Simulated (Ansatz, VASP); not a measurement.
## W: VASP beside Ansatz

The input INCAR:

```
PREC     = Accurate       # precision mode
ENCUT    = 520            # plane-wave cutoff, eV
EDIFF    = 1E-6           # SCF threshold, eV
ISMEAR   = -1             # smearing method
SIGMA    = 0.05           # smearing width, eV
LREAL    = F              # projectors in reciprocal space
LASPH    = T              # aspherical terms in the spheres
NELM     = 60             # most SCF steps
ALGO     = Normal         # electronic algorithm
ISIF     = 2              # what is computed and relaxed
LWAVE    = F              # write WAVECAR
LCHARG   = T              # write CHGCAR
GGA      = PS             # functional
LELF     = T              # ELF
LVHAR    = T            
NBANDS   = 13             # bands
```

The input KPOINTS:

```
regular mesh
0
Gamma
  12 12 12
```

File POSCAR:

```
W
1.0
    0.0000000000      1.9955865722      1.9955865722
    1.9955865722      0.0000000000      1.9955865722
    1.9955865722      1.9955865722      0.0000000000
W
1
Direct
    0.0000000000      0.0000000000      0.0000000000
```

Input for Ansatz:

```yaml
crystal:
  lattice:
    - [0.0, 1.9955865721578636, 1.9955865721578636]
    - [1.9955865721578636, 0.0, 1.9955865721578636]
    - [1.9955865721578636, 1.9955865721578636, 0.0]
  atoms:
    - { symbol: W, position: [0.0, 0.0, 0.0] }
basis:
  ecutwfc: 500.0
kpoints:
  mp_grid:
    grid: [12, 12, 12]
hamiltonian:
  xc: pbesol
scf:
  occupations:
    method: fermi_dirac
    width: 0.05
output:
  stress: true
```

Alike in both runs: task single point; functional PBEsol; k mesh 12 × 12 × 12; occupations fermi-dirac, width 0.05 eV; no spin polarisation.

|  | VASP | Ansatz |
| --- | --- | --- |
| version | VASP 6.6.1 | Ansatz 0.2.0 |
| potentials or method | VASP PAW PBE potentials, release 64 (W_sv), cutoff 520 eV | plane waves, PAW |
| valence electrons in the cell | 14 | 14 |

Ansatz gave:

```
pressure (GPa) : 1.0
```

Question: Estimate VASP's values.

Answer: Pressure (GPa): 1.7.

VASP's potentials were made for PBE, not for PBEsol. With one functional, cell and mesh, what is left measures potentials, basis and numerics.

Neither program's run includes spin-orbit coupling.
